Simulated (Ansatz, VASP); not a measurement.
# One calculation of Si, two programs

```xyz
4
Lattice="3.8319 0.0000 0.0000 -1.9160 3.3185 0.0000 0.0000 0.0000 6.0881" Properties=species:S:1:pos:R:3 pbc="T T T"
Si    0.0000    2.2124    0.3841
Si    1.9160    1.1062    3.4282
Si    0.0000    2.2124    2.6600
Si    1.9160    1.1062    5.7040
```

Change from the starting cell: strain +0.000 along x and y, -0.040 along z, atoms carried along.

Alike in both runs: task single point; functional r2SCAN; k mesh 12 × 12 × 4; occupations gaussian, width 0.05 eV; no spin polarisation.

|  | VASP | Ansatz |
| --- | --- | --- |
| version | VASP 6.6.1 | Ansatz 0.2.0 |
| potentials or method | VASP PAW PBE potentials, release 64 (Si), cutoff 520 eV | scalar-relativistic, plane waves, PAW |
| valence electrons in the cell | 16 | 16 |

Ansatz gave:

| Quantity | Value |
| --- | --- |
| gap on the k mesh at the Fermi level (eV) | 0.31 |
| least direct gap on the mesh (eV) | 0.98 |
| pressure (GPa) | 4.6 |
| traceless stress, the component that is largest in VASP (GPa) | 7.59 |
| rms of the force components (eV/Å) | 0.324 |

Problem. Estimate VASP's values.

Solution. gap on the k mesh at the Fermi level (eV): 0.33; least direct gap on the mesh (eV): 1.00; pressure (GPa): 4.4; traceless stress, the component that is largest in VASP (GPa): 7.60; rms of the force components (eV/Å): 0.322.

VASP's potentials were made for PBE, not for r2SCAN. Atom by atom the forces differ by 0.003 eV/Å (rms over components).
